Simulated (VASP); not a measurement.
Set up this calculation in VASP 6.6.1, as the native input.

```
Task                               : single point
Functional                         : HSE06
Potentials or basis                : VASP PAW PBE potentials, release 64 (Si)
Cutoff                             : 520 eV
k mesh                             : 6 × 6 × 6
Occupations                        : gaussian, width 0.01 eV
Spin                               : no spin polarisation
Dipole correction                  : no
Grid for exact exchange (PRECFOCK) : Normal
Further INCAR settings             : ALGO = Normal; EDIFF = 1e-06; NBANDS = 11
Share of exact exchange            : 0.25
Screening parameter                : 0.2079 1/Å
```

Crystal: Si.

```
CELL_PARAMETERS angstrom
0.00000 2.72212 2.72212
2.84298 0.00000 2.72212
2.84298 2.72212 0.00000
ATOMIC_POSITIONS crystal
Si 0.00000 0.00000 0.00000
Si 0.25000 0.25000 0.25000
```

This cell differs from its parent crystal: uniaxial x strain +4.4%.

These files were run (other wordings do the same):

POSCAR

```
Si
1.0
    0.0000000000      2.7221188962      2.7221188962
    2.8429809751      0.0000000000      2.7221188962
    2.8429809751      2.7221188962      0.0000000000
Si
2
Direct
    0.0000000000      0.0000000000      0.0000000000
    0.2500000000      0.2500000000      0.2500000000
```

INCAR.step1

```
SYSTEM = Si
PREC     = Accurate       ! precision mode
ENCUT    = 520            ! plane-wave cutoff, eV
EDIFF    = 1E-5           ! SCF threshold, eV
ISMEAR   = 0              ! smearing method
SIGMA    = 0.01           ! smearing width, eV
LREAL    = .FALSE.        ! projectors in reciprocal space
LASPH    = .TRUE.         ! aspherical terms in the spheres
NELM     = 60             ! most SCF steps
ALGO     = Normal         ! electronic algorithm
ISIF     = 2              ! what is computed and relaxed
LWAVE    = .TRUE.         ! write WAVECAR
LCHARG   = .FALSE.        ! write CHGCAR
GGA      = PE             ! functional
NBANDS   = 11             ! bands
```

INCAR.step2

```
SYSTEM = Si
PREC     = Accurate       ! precision mode
ENCUT    = 520            ! plane-wave cutoff, eV
EDIFF    = 1E-6           ! SCF threshold, eV
ISMEAR   = 0              ! smearing method
SIGMA    = 0.01           ! smearing width, eV
LREAL    = .FALSE.        ! projectors in reciprocal space
LASPH    = .TRUE.         ! aspherical terms in the spheres
NELM     = 60             ! most SCF steps
ALGO     = Normal         ! electronic algorithm
ISIF     = 2              ! what is computed and relaxed
LWAVE    = .FALSE.        ! write WAVECAR
LCHARG   = .FALSE.        ! write CHGCAR
GGA      = PE             ! functional
LHFCALC  = .TRUE.         ! exact exchange
HFSCREEN = 0.2079         ! screening, 1/A
PRECFOCK = Normal       
ISTART   = 1            
NBANDS   = 11             ! bands
```

KPOINTS

```
regular mesh
0
G
  6 6 6
  0 0 0
```

Potentials or basis: VASP PAW PBE potentials, release 64 (Si).

Launch:

```sh
$ cat potpaw_PBE.64/Si/POTCAR > POTCAR
$ cp INCAR.step1 INCAR
$ mpirun -np 1 vasp_std > vasp.out
$ cp INCAR.step2 INCAR
$ mpirun -np 1 vasp_std > vasp.out
```

It gave:

| Item | Value |
| --- | --- |
| Pressure | -4.4 GPa |
| Band gap on the k mesh | 1.14 eV (least direct gap 3.02 eV) |

Caveat: the cell differs from its parent crystal (uniaxial x strain +4.4%); the cell stands under tension; the PAW data sets were made with another functional, which shifts forces and pressure a little.

It took 35 min on 1 thread of Intel Xeon 8259CL, on a shared host, peak memory 0.28 GiB.
